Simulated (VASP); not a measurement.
Here is a VASP 6.6.1 calculation.

File POSCAR:

```
IO
1.0
    0.0000000000      2.6507126089      2.6507126089
    2.6507126089      0.0000000000      2.6507126089
    2.6507126089      2.6507126089      0.0000000000
I O
1 1
Direct
    0.0000000000      0.0000000000      0.0000000000
    0.5000000000      0.5000000000      0.5000000000
```

Contents of INCAR.step1:

```
SYSTEM = IO
PREC     = Accurate       ! precision mode
ENCUT    = 520            ! plane-wave cutoff, eV
ISMEAR   = -1             ! smearing method
SIGMA    = 0.1            ! smearing width, eV
LREAL    = .False.        ! projectors in reciprocal space
LASPH    = .True.         ! aspherical terms in the spheres
NELM     = 80             ! most SCF steps
NBANDS   = 14             ! bands
GGA      = PE             ! functional
ALGO     = Normal         ! electronic algorithm
EDIFF    = 1E-4           ! SCF threshold, eV
LWAVE    = .True.         ! write WAVECAR
LCHARG   = .False.        ! write CHGCAR
```

Contents of INCAR.step2:

```
SYSTEM = IO
PREC     = Accurate       ! precision mode
ENCUT    = 520            ! plane-wave cutoff, eV
EDIFF    = 1E-7           ! SCF threshold, eV
ISMEAR   = -1             ! smearing method
SIGMA    = 0.1            ! smearing width, eV
LREAL    = .False.        ! projectors in reciprocal space
LASPH    = .True.         ! aspherical terms in the spheres
NELM     = 80             ! most SCF steps
ALGO     = Normal         ! electronic algorithm
ISIF     = 2              ! what is computed and relaxed
LWAVE    = .False.        ! write WAVECAR
LCHARG   = .True.         ! write CHGCAR
METAGGA  = R2SCAN         ! meta-GGA
LMIXTAU  = .True.       
LELF     = .True.         ! ELF
LVHAR    = .True.       
NBANDS   = 14             ! bands
ISTART   = 1
```

KPOINTS

```
regular mesh
0
Gamma
  11 11 11
  0 0 0
```

Potentials or basis: VASP PAW PBE potentials, release 64 (I, O).

Run with:

```bash
$ cat potpaw_PBE.64/I/POTCAR potpaw_PBE.64/O/POTCAR > POTCAR
$ cp INCAR.step1 INCAR
$ mpirun -np 1 vasp_std > vasp.out
$ cp INCAR.step2 INCAR
$ mpirun -np 1 vasp_std > vasp.out
```

Task: What does it give for the pressure?

Result: 0.4 GPa.

Caveat: the PAW data sets were made with another functional, which shifts forces and pressure a little; an odd number of electrons without spin polarisation forces a metal; a magnetic or distorted state may lie lower.
